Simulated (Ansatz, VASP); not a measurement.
## TlCClO2: VASP beside Ansatz

```
CELL_PARAMETERS angstrom
2.98873 2.95367 0.00000
2.98873 -2.95367 0.00000
0.86437 0.00000 -9.43937
ATOMIC_POSITIONS crystal
C 0.63300 0.36700 0.50000
C 0.36700 0.63300 0.50000
Cl 0.27300 0.27300 0.88110
Cl 0.72700 0.72700 0.11890
O 0.78800 0.32800 0.61090
O 0.67200 0.21200 0.38910
O 0.21200 0.67200 0.38910
O 0.32800 0.78800 0.61090
Tl 0.77320 0.77320 0.77700
Tl 0.22680 0.22680 0.22300
```

Alike in both runs: task single point; functional PBEsol; k mesh 4 × 4 × 2; occupations methfessel-paxton of order 1, width 0.05 eV; no spin polarisation.

```csv
,VASP,Ansatz
version,VASP 6.6.1,Ansatz 0.2.0
potentials or method,"VASP PAW PBE potentials, release 64 (C, Cl, O, Tl_d), cutoff 520 eV",PAW plane waves
valence electrons in the cell,72,72
```

```tsv
	VASP	Ansatz	Ansatz less VASP
gap on the k mesh at the Fermi level (eV)	none	none	-
pressure (GPa)	-3.6	-4.0	-0.44
traceless stress, the component that is largest in VASP (GPa)	1.53	2.07	+0.546
rms of the force components (eV/Å)	0.290	0.435	+0.1456
```

VASP's potentials were made for PBE, not for PBEsol. Atom by atom the forces differ by 0.150 eV/Å (rms over components). A gap of «none» marks a metal or a gap that the smearing closes.

The k mesh is coarse, so the values compare programs but aren't converged. Spin-orbit coupling is off throughout.
